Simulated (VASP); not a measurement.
Crystal: MgI2.

```xyz
3
Lattice="4.1122 0.0000 0.0000 -2.0561 3.5613 0.0000 0.0000 0.0000 6.8338" Properties=species:S:1:pos:R:3 pbc="T T T"
I     2.0561    1.1871    5.1254
I     0.0000    2.3742    1.7085
Mg    0.0000    0.0000    0.0000
```

Base run:

```yaml
Program: VASP 6.6.1
Functional: PBE
Potentials_or_basis: VASP PAW PBE potentials, release 64 (I, Mg)
Cutoff: 520 eV
k_mesh: 8 × 8 × 4
Occupations: fermi-dirac, width 0.05 eV
Spin: no spin polarisation
```

Its results: band gap on the k mesh 3.50 eV (least direct gap 3.71 eV); pressure 1.2 GPa; largest force 0.168 eV/Å.

Question: The run is repeated on the same cell with these changes: functional from PBE to PBEsol. What comes out?

Answer: Band gap on the k mesh 3.44 eV (least direct gap 3.59 eV); pressure -0.3 GPa; largest force 0.212 eV/Å.

PBEsol binds more tightly than PBE, so the same cell stands under less pressure.

Caveats: spin-orbit coupling is left out, which moves the levels of the heavy elements; this functional lacks dispersion, which binds the layers, so the pressure and a relaxed spacing across them are unreliable; the PAW data sets were made with another functional, which shifts forces and pressure a little (at least some runs).

A k mesh can miss the band edges.
